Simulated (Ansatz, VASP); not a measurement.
ZnBr in VASP and in Ansatz

```
Zn Br
1.0
     2.78116    1.60570    3.62461
    -2.78116    1.60570    3.62461
     0.00000   -3.21141    3.62461
Zn Br
1 1
Direct
  0.00000 0.00000 0.00000
  0.50000 0.50000 0.50000
```

Alike in both runs: task single point; functional PBE; k mesh 6 × 6 × 6; occupations gaussian, width 0.1 eV; no spin polarisation.

|  | VASP | Ansatz |
| --- | --- | --- |
| version | VASP 6.6.1 | Ansatz 0.2.0 |
| potentials or method | VASP PAW PBE potentials, release 64 (Zn, Br), cutoff 520 eV | scalar-relativistic, plane waves, PAW |
| valence electrons in the cell | 19 | 19 |

|  | VASP | Ansatz | Ansatz less VASP |
| --- | --- | --- | --- |
| gap on the k mesh at the Fermi level (eV) | none | none | - |
| pressure (GPa) | -3.6 | -3.6 | 0.00 |
| traceless stress, the component that is largest in VASP (GPa) | 1.26 | 1.26 | +0.002 |

A gap of «none» marks a metal or a gap that the smearing closes.
